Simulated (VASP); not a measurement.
# PtS2 (P-3m1) in VASP: notebook

Runs on PtS2. Level: LDA. Tasks: single point, relaxation of cell and atoms.

Everything below comes from runs of VASP 6.6.1. Logs are shortened: lines on timing, memory, paths and dates and some standing lists are left out, and cuts for length are marked.

### 1 The cell of the first run

Symmetry: P-3m1, No. 164, trigonal system. The conventional cell has a = 3.562 Å, b = 3.562 Å, c = 4.527 Å, α = 90.00°, β = 90.00°, γ = 120.00°. Pt (site symmetry -3m) has 6 S at 2.37 Å within 3.1 Å. Within 3.2 Å of S (site symmetry 3m) lie 3 Pt at 2.37 Å and 6 S at 2.98 to 3.14 Å.

### 2 Single point, LDA

Contents of INCAR:

```
PREC     = Accurate       # precision mode
ENCUT    = 520            # plane-wave cutoff, eV
EDIFF    = 1E-6           # SCF threshold, eV
ISMEAR   = -1             # smearing method
SIGMA    = 0.05           # smearing width, eV
LREAL    = F              # projectors in reciprocal space
LASPH    = T              # aspherical terms in the spheres
NELM     = 60             # most SCF steps
ALGO     = Normal         # electronic algorithm
ISIF     = 2              # what is computed and relaxed
LWAVE    = F              # write WAVECAR
LCHARG   = F              # write CHGCAR
GGA      = CA             # functional
NBANDS   = 18             # bands
```

Contents of KPOINTS:

```
regular mesh
0
Gamma
  10 10 8
```

Contents of POSCAR:

```
PtS2
1.0
    3.5623504123      0.0000000000      0.0000000000
   -1.7811752062      3.0850859543      0.0000000000
    0.0000000000      0.0000000000      4.5267196956
Pt S
1 2
Direct
    0.0000000000      0.0000000000      0.0000000000
    0.3333333333      0.6666666667      0.2622704561
    0.6666666667      0.3333333333      0.7377295439
```

Potentials or basis: VASP PAW LDA potentials, release 64 (Pt, S).

Started as:

```sh
> cat potpaw_LDA.64/Pt/POTCAR potpaw_LDA.64/S/POTCAR > POTCAR
> mpirun -np 1 vasp_std > vasp.out
```

OUTCAR:

```text
PREC = Accurate
   ENCUT = 520
   EDIFF = 1E-6
   ISMEAR = -1
   LREAL = F
   LASPH = T
   NELM = 60
   ISIF = 2
   GGA = CA

 ion  position               nearest neighbor table
   1  0.000  0.000  0.000-   2 2.37   3 2.37   3 2.37   2 2.37   3 2.37   2 2.37
   2  0.333  0.667  0.262-   1 2.37   1 2.37   1 2.37
   3  0.667  0.333  0.738-   1 2.37   1 2.37   1 2.37

  LATTYP: Found a hexagonal cell.
 ALAT       =     3.5623504123
 C/A-ratio  =     1.2707115167

  Lattice vectors:

 A1 = (   3.5623504123,   0.0000000000,   0.0000000000)
 A2 = (  -1.7811752062,   3.0850859543,   0.0000000000)
 A3 = (   0.0000000000,   0.0000000000,   4.5267196956)

Analysis of symmetry for initial positions (statically):
=====================================================================
 Subroutine PRICEL returns:
 Original cell was already a primitive cell.

 Routine SETGRP: Setting up the symmetry group for a
 hexagonal supercell.

 Subroutine GETGRP returns: Found 12 space group operations
 (whereof 12 operations were pure point group operations)
 out of a pool of 24 trial point group operations.

The static configuration has the point symmetry D_3d.

Analysis of symmetry for dynamics (positions and initial velocities):
=====================================================================
 Subroutine PRICEL returns:
 Original cell was already a primitive cell.

 Routine SETGRP: Setting up the symmetry group for a
 hexagonal supercell.

 Subroutine GETGRP returns: Found 12 space group operations
 (whereof 12 operations were pure point group operations)
 out of a pool of 24 trial point group operations.

The dynamic configuration has the point symmetry D_3d.

 Subroutine INISYM returns: Found 12 space group operations
 (whereof 12 operations are pure point group operations),
 and found     1 'primitive' translations

----------------------------------------------------------------------------------------

                                     Primitive cell

  volume of cell :      49.7494

  direct lattice vectors                    reciprocal lattice vectors
     3.562350412  0.000000000  0.000000000     0.280713541  0.162070039  0.000000000
    -1.781175206  3.085085954  0.000000000     0.000000000  0.324140077  0.000000000
     0.000000000  0.000000000  4.526719696     0.000000000  0.000000000  0.220910520

  length of vectors
     3.562350412  3.562350412  4.526719696     0.324140077  0.324140077  0.220910520
[... 82 lines left out ...]
   NELM   =     60;   NELMIN=  2; NELMDL= -5     # of ELM steps
   EDIFF  = 0.1E-05   stopping-criterion for ELM
   LREAL  =      F    real-space projection
   EDIFFG = 0.1E-04   stopping-criterion for IOM
   NSW    =      0    number of steps for IOM
   IBRION =     -1    ionic relax: 0-MD 1-quasi-New 2-CG
   NFREE  =      0    steps in history (QN), initial steepest desc. (CG)
   ISIF   =      2    stress and relaxation
   ISYM   =      2    0-nonsym 1-usesym 2-fastsym
   POTIM  = 0.5000    time-step for ionic-motion
   TEBEG  =    0.0;   TEEND  =   0.0 temperature during run
   PSTRESS=    0.0 pullay stress
   NELECT =      22.0000    total number of electrons
   NUPDOWN=      -1.0000    fix difference up-down
   EMIN   =  10.00;   EMAX   =-10.00  energy-range for DOS
   EFERMI =   0.00;   METHOD = LEGACY
   ISMEAR =    -1;   SIGMA  =   0.05  broadening in eV -4-tet -1-fermi 0-gaus
   EFERMI_NEDOS =   21; number of points for ismear=-14 and -15
   IALGO  =     38    algorithm
   IMIX   =      4    mixing-type and parameters
     AMIX     =   0.40;   BMIX     =  1.00
     AMIX_MAG =   1.60;   BMIX_MAG =  1.00
  volume/ion in A,a.u.               =      16.58       111.91
  Fermi-wavevector in a.u.,A,eV,Ry     =   1.247249  2.356959 21.165638  1.555630
  Thomas-Fermi vector in A             =   2.381390
   LORBIT       =      0    0 simple, 1 ext, 2 COOP (PROOUT), +10 PAW based schemes
   GGA     = CA    functional components
   LHFCALC =     F    Hartree Fock is set to
   AEXX    =    0.0000 exact exchange contribution
   IVDW    =     0    specifies the selected vdW correction
   LEPSILON=     F    determine dielectric tensor
   LRPA    =     F    only Hartree local field effects (RPA)
 non-spin polarized calculation
  energy-cutoff  :      520.00
  volume of cell :       49.75
 maximum number of plane-waves:      1397
 NGX is ok and might be reduce to    28
   NGX = 13   NGY = 13   NGZ = 17

 number of electron      21.9999999 magnetization

 Free energy of the ion-electron system (eV)
  ---------------------------------------------------
  ext. energy  EPLUGINS =         0.00000000
  ---------------------------------------------------
  free energy    TOTEN  =       -18.21503769 eV

  energy without entropy =      -18.21241051  energy(sigma->0) =      -18.21372410

 E-fermi :   8.3817     XC(G=0): -11.5459

 val. band max:        8.3582597660   @ k =   0.0000   0.1000   0.1250
 cond. band min:       8.4620275656   @ k =   0.0000   0.3000   0.2500
 fundamental gap:      0.1037677997
 Fermi energy:         8.3816580609

 k-point     1 :       0.0000    0.0000    0.0000
  band No.  band energies     occupation
      1      -7.8127      2.00000
      2      -3.9737      2.00000
      3       0.5005      2.00000
      4       1.0647      2.00000
      5       1.0647      2.00000
      6       4.0438      2.00000
[... 481 lines left out ...]
      5       2.2975      2.00000
      6       3.9651      2.00000
[... 10 lines left out ...]
     17      16.9545      0.00000
     18      19.0901      0.00000

 [... further k-points ...]

------------------------ aborting loop because EDIFF is reached ----------------------------------------

  FORCE on cell =-STRESS in cart. coord.  units (eV):
  Direction    XX          YY          ZZ          XY          YZ          ZX
  --------------------------------------------------------------------------------------
  -------------------------------------------------------------------------------------
  Total       -0.0009656     -0.0009656      0.0015480      0.0000000      0.0000000     -0.0000000
  in kB       -0.0310966     -0.0310966      0.0498528      0.0000000      0.0000000     -0.0000000
  external PRESSURE =      -0.0041135 kB  Pullay stress =       0.0000000 kB

 VOLUME and BASIS-vectors are now :
 -----------------------------------------------------------------------------
  energy-cutoff  :      520.00
  volume of cell :       49.75
      direct lattice vectors                 reciprocal lattice vectors
     3.562350412  0.000000000  0.000000000     0.280713541  0.162070039  0.000000000
    -1.781175206  3.085085954  0.000000000     0.000000000  0.324140077  0.000000000
     0.000000000  0.000000000  4.526719696     0.000000000  0.000000000  0.220910520

 POSITION                                       TOTAL-FORCE (eV/Angst)
 -----------------------------------------------------------------------------------
      0.00000      0.00000      0.00000         0.000000      0.000000      0.000000
     -0.00000      2.05672      1.18722        -0.000000     -0.000000     -0.002644
      1.78118      1.02836      3.33949         0.000000      0.000000      0.002644
 -----------------------------------------------------------------------------------
    total drift:                                0.000000     -0.000000      0.000000

  FREE ENERGIE OF THE ION-ELECTRON SYSTEM (eV)
  ---------------------------------------------------
  free  energy   TOTEN  =       -18.2150376868 eV

  energy  without entropy=      -18.2124105101  energy(sigma->0) =      -18.21372410
```

Wall time 26 s (1 thread of Intel Xeon 6975P-C (Granite Rapids), shared host); peak memory 0.2 GiB.

Results:

```yaml
Free_energy: -18.2150 eV
Pressure: 0.0 GPa
Band_gap_on_the_k_mesh: zero (bands 11 and 12 overlap by 0.17 eV)
```

Forces on the atoms (eV/Å):
```
Pt   0.000  0.000  0.000
S    0.000  0.000 -0.003
S    0.000  0.000  0.003
```

Levels at points of the mesh, in eV from the Fermi level:
| k point | band 8 | band 9 | band 10 | band 11 | band 12 | band 13 | band 14 | band 15 |
| --- | --- | --- | --- | --- | --- | --- | --- | --- |
| (0.00, 0.00, 0.00) | -2.45 | -1.58 | -1.58 | 0.25 | 1.12 | 1.12 | 3.28 | 5.13 |
| (0.50, 0.00, 0.00) | -4.17 | -3.67 | -3.58 | -2.98 | 0.76 | 2.52 | 5.40 | 6.34 |
| (0.00, 0.00, 0.50) | -3.36 | -2.22 | -2.22 | -1.43 | 2.44 | 2.44 | 5.30 | 6.70 |
| (0.50, 0.00, 0.50) | -3.70 | -3.29 | -3.20 | -1.42 | 0.71 | 1.73 | 4.69 | 5.35 |

Caveat: spin-orbit coupling is left out, which moves the levels of the heavy elements.

### 3 Relaxation of cell and atoms, LDA

This run uses another cell than the first one, of 18.26 Å³/atom.

Contents of INCAR:

```
SYSTEM = PtS2
PREC     = Accurate       ! precision mode
ENCUT    = 600            ! plane-wave cutoff, eV
EDIFF    = 1E-6           ! SCF threshold, eV
ISMEAR   = -1             ! smearing method
SIGMA    = 0.05           ! smearing width, eV
LREAL    = .FALSE.        ! projectors in reciprocal space
LASPH    = .TRUE.         ! aspherical terms in the spheres
NELM     = 100            ! most SCF steps
ALGO     = Normal         ! electronic algorithm
ISIF     = 3              ! what is computed and relaxed
LWAVE    = .FALSE.        ! write WAVECAR
LCHARG   = .FALSE.        ! write CHGCAR
GGA      = CA             ! functional
IBRION   = 2              ! ionic algorithm
NSW      = 100            ! ionic steps
EDIFFG   = -0.002         ! ionic threshold
```

Contents of KPOINTS:

```
Automatic mesh
0
G
  10 10 8
  0 0 0
```

Contents of POSCAR:

```
PtS2
1.0
    3.5432000000      0.0000000000      0.0000000000
   -1.7716000000      3.0685012107      0.0000000000
    0.0000000000      0.0000000000      5.0388000000
Pt S
1 2
Direct
    0.0000000000      0.0000000000      0.0000000000
    0.3333333333      0.6666666667      0.2270000000
    0.6666666667      0.3333333333      0.7730000000
```

Potentials or basis: VASP PAW LDA potentials, release 64 (Pt, S).

Started as:

```sh
> cat potpaw_LDA.64/Pt/POTCAR potpaw_LDA.64/S/POTCAR > POTCAR
> mpirun -np 1 vasp_std > vasp.out
```

OUTCAR:

```text
SYSTEM = PtS2
   PREC = Accurate
   ENCUT = 600
   EDIFF = 1E-6
   ISMEAR = -1
   LREAL = .FALSE.
   LASPH = .TRUE.
   NELM = 100
   ISIF = 3
   GGA = CA
   IBRION = 2
   NSW = 100
   EDIFFG = -0.002

 ion  position               nearest neighbor table
   1  0.000  0.000  0.000-   2 2.34   3 2.34   3 2.34   2 2.34   3 2.34   2 2.34
   2  0.333  0.667  0.227-   1 2.34   1 2.34   1 2.34
   3  0.667  0.333  0.773-   1 2.34   1 2.34   1 2.34

  LATTYP: Found a hexagonal cell.
 ALAT       =     3.5432000000
 C/A-ratio  =     1.4221043125

  Lattice vectors:

 A1 = (   3.5432000000,   0.0000000000,   0.0000000000)
 A2 = (  -1.7716000000,   3.0685012107,   0.0000000000)
 A3 = (   0.0000000000,   0.0000000000,   5.0388000000)
[... 383 lines left out ...]
      1      -7.8320      2.00000
      2      -4.0154      2.00000
      3       0.4785      2.00000
      4       1.0343      2.00000
      5       1.0343      2.00000
      6       4.0104      2.00000
      7       4.0104      2.00000
      8       5.8972      2.00000
      9       6.7731      2.00000
     10       6.7731      2.00000
     11       8.5859      0.01714
     12       9.4815      0.00000
     13       9.4815      0.00000
     14      11.6436      0.00000
[... 401 lines left out ...]
      2      -5.3969      2.00000
      3       0.3586      2.00000
      4       1.8490      2.00000
      5       2.2737      2.00000
      6       3.9226      2.00000
      7       4.2441      2.00000
      8       4.2946      2.00000
      9       4.6881      2.00000
     10       4.8097      2.00000
     11       5.5964      2.00000
     12       9.3497      0.00000
     13      10.5527      0.00000
     14      13.4975      0.00000
     15      14.1026      0.00000

 [... further k-points ...]

------------------------ aborting loop because EDIFF is reached ----------------------------------------

  FORCE on cell =-STRESS in cart. coord.  units (eV):
  Direction    XX          YY          ZZ          XY          YZ          ZX
  --------------------------------------------------------------------------------------
  -------------------------------------------------------------------------------------
  Total       -0.0009612     -0.0009612      0.0005473      0.0000000     -0.0000000     -0.0000000
  in kB       -0.0308852     -0.0308852      0.0175841      0.0000000     -0.0000000     -0.0000000
  external PRESSURE =      -0.0147288 kB  Pullay stress =       0.0000000 kB
[... 18 lines left out ...]
  FREE ENERGIE OF THE ION-ELECTRON SYSTEM (eV)
  ---------------------------------------------------
  free  energy   TOTEN  =       -18.2161208029 eV

  energy  without entropy=      -18.2136038163  energy(sigma->0) =      -18.21486231

 reached required accuracy - stopping structural energy minimisation
```

OSZICAR:

```text
N       E                     dE             d eps       ncg     rms          rms(c)
DAV:   1     0.128141810263E+03    0.12814E+03   -0.11467E+04  2852   0.147E+03
DAV:   2    -0.135356286261E+02   -0.14168E+03   -0.13814E+03  3534   0.264E+02
DAV:   3    -0.194705769526E+02   -0.59349E+01   -0.59023E+01  3618   0.582E+01
[... 254 lines left out ...]
       N       E                     dE             d eps       ncg     rms          rms(c)
DAV:   1    -0.182161412352E+02   -0.21562E-04   -0.12135E-03  2820   0.256E-01    0.326E-02
DAV:   2    -0.182161249530E+02    0.16282E-04   -0.10420E-04  3009   0.106E-01    0.192E-02
DAV:   3    -0.182161217679E+02    0.31851E-05   -0.66743E-06  3499   0.279E-02    0.760E-03
DAV:   4    -0.182161208029E+02    0.96500E-06   -0.55738E-06  2925   0.151E-02
  32 F= -.18216121E+02 E0= -.18214862E+02  d E =-.485222E-05
```

CONTCAR:

```text
PtS2
   1.00000000000000
     3.5624376765357533    0.0000000000000000    0.0000000000000000
    -1.7812188382678766    3.0851615272899005    0.0000000000000002
    -0.0000000000000000   -0.0000000000000000    4.5369642060409090
  Pt              S
     1     2
Direct
     0.0000000000000000    0.0000000000000000    0.0000000000000000
     0.3333333332999970    0.6666666667000030    0.2616635961863617
     0.6666666667000030    0.3333333332999970    0.7383364038136379

  0.00000000E+00  0.00000000E+00  0.00000000E+00
  0.00000000E+00  0.00000000E+00  0.00000000E+00
  0.00000000E+00  0.00000000E+00  0.00000000E+00
```

Wall time 7.1 min (1 thread of Intel Xeon 6975P-C (Granite Rapids), shared host); peak memory 0.24 GiB.

Results:

* Free energy: -18.2161 eV
* Relaxed volume: 16.62 Å³/atom
* Relaxed cell: a = 3.562 Å, b = 3.562 Å, c = 4.537 Å, α = 90.00°, β = 90.00°, γ = 120.00°
* Space group after relaxing (to 0.1 Å): P-3m1 (No. 164)
* Energy gained by relaxing: 30.7 meV/atom
* Ionic steps: 32
* Pressure after relaxing: 0.0 GPa
* Band gap on the k mesh: zero (bands 11 and 12 overlap by 0.16 eV)

The path:
```
step  energy change (eV)  largest force (eV/Å)  pressure (GPa)  volume (Å³)
   1              0.0000                0.8055            3.59        54.78
   2              0.0382                0.4683           -7.52        58.09
   3             -0.0252                0.2793           -1.14        56.02
   4             -0.0369                0.1816           -0.84        55.49
   5             -0.0434                0.0329           -0.36        54.71
   6             -0.0491                0.0890            0.15        54.14
   7             -0.0612                0.2621            1.93        52.44
   8             -0.0504                0.6275            6.65        49.03
   9             -0.0623                0.4120            3.57        51.26
  10             -0.0630                0.4089            3.53        51.22
  11             -0.0653                0.3994            3.43        51.10
  12             -0.0695                0.3812            3.30        50.85
  13             -0.0767                0.3470            3.02        50.37
  14             -0.0849                0.2744            2.64        49.38
  15             -0.0587                0.0468            2.78        47.33
  16             -0.0837                0.2916            2.85        49.11
  17             -0.0836                0.2738            2.78        48.92
  18             -0.0874                0.2118            1.96        49.22
  19             -0.0914                0.0774            0.21        49.87
  20             -0.0915                0.0548           -0.11        49.99
  21             -0.0915                0.0582           -0.04        49.96
  22             -0.0916                0.0539           -0.03        49.95
  23             -0.0918                0.0404            0.01        49.93
  24             -0.0920                0.0134            0.08        49.88
  25             -0.0920                0.0092            0.07        49.87
  26             -0.0920                0.0003           -0.03        49.89
  27             -0.0920                0.0023           -0.02        49.89
  28             -0.0920                0.0035            0.00        49.88
  29             -0.0920                0.0021           -0.01        49.89
  30             -0.0920                0.0023            0.00        49.88
  31             -0.0920                0.0023           -0.03        49.88
  32             -0.0920                0.0019            0.00        49.86
```

Final structure:
```yaml
crystal:
  lattice:
    - [3.56244, 0.00000, 0.00000]
    - [-1.78122, 3.08516, 0.00000]
    - [0.00000, 0.00000, 4.53696]
  atoms:
    - { symbol: Pt, position: [0.00000, 0.00000, 0.00000] }
    - { symbol: S, position: [0.33333, 0.66667, 0.26166] }
    - { symbol: S, position: [0.66667, 0.33333, 0.73834] }
```

Levels at points of the mesh, in eV from the Fermi level:
```csv
k point,band 8,band 9,band 10,band 11,band 12,band 13,band 14,band 15
"(0.00, 0.00, 0.00)",-2.45,-1.58,-1.58,0.24,1.13,1.13,3.30,5.13
"(0.50, 0.00, 0.00)",-4.18,-3.67,-3.58,-2.97,0.76,2.51,5.39,6.33
"(0.00, 0.00, 0.50)",-3.35,-2.20,-2.20,-1.43,2.43,2.43,5.29,6.71
"(0.50, 0.00, 0.50)",-3.70,-3.28,-3.21,-1.43,0.72,1.73,4.70,5.33
```

Caveat: spin-orbit coupling is left out, which moves the levels of the heavy elements. LDA usually gives volumes a few per cent too small.

The gap in the log of VASP goes by the Fermi energy; the results here count the filled bands.